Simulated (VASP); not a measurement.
Wanted: the native input for a VASP 6.6.1 run.

```yaml
Task: electric field gradients
Functional: PBE
Potentials_or_basis: VASP PAW PBE potentials, release 64 (Mn_pv, Hg)
Cutoff: 520 eV
k_mesh: 10 × 10 × 10
Occupations: fermi-dirac, width 0.08 eV
Spin: collinear spin, ferromagnetic start
Starting_moments: "[4.0, 0.0] μB"
Dipole_correction: no
Further_INCAR_settings: ALGO = Normal; EDIFF = 1e-08; NBANDS = 24
```

The structure of MnHg lies in POSCAR:

```
MnHg
1.0
    3.3800165063      0.0000000000      0.0000000000
    0.0000000000      3.3800165063      0.0000000000
    0.0000000000      0.0000000000      3.3800165063
Mn Hg
1 1
Direct
    0.5000000000      0.5000000000      0.5000000000
    0.0000000000      0.0000000000      0.0000000000
```

One way to write it, as run:

INCAR

```
SYSTEM = MnHg
  ALGO = Normal
  EDIFF = 1E-8
  ENCUT = 520
  GGA = PE
  ISIF = 2
  ISMEAR = -1
  ISPIN = 2
  LASPH = .TRUE.
  LCHARG = .FALSE.
  LEFG = .TRUE.
  LMAXMIX = 4
  LORBIT = 11
  LREAL = .FALSE.
  LWAVE = .FALSE.
  MAGMOM = 4 0
  NBANDS = 24
  NELM = 150
  PREC = Accurate
  SIGMA = 0.08
```

KPOINTS

```
k-points
0
G
  10 10 10
  0 0 0
```

Potentials or basis: VASP PAW PBE potentials, release 64 (Mn_pv, Hg).

Command:

```bash
$ cat potpaw_PBE.64/Mn_pv/POTCAR potpaw_PBE.64/Hg/POTCAR > POTCAR
$ mpirun -np 1 vasp_std > vasp.out
```

It gave:

```
Pressure                                              : -3.1 GPa
Net moment                                            : 4.02 μB per cell
Site moments                                          : Mn +3.91; Hg -0.05 μB
Largest electric field gradient by atom               : zero within the noise of the run
Valence electrons inside the program's atomic spheres : Mn 11.35; Hg 10.54
```

Caveat: the cell stands under tension.

It took 92 s on 1 thread of Intel(R) Xeon(R) Platinum 8488C (Sapphire Rapids), with other jobs on the host, peak memory 0.23 GiB.
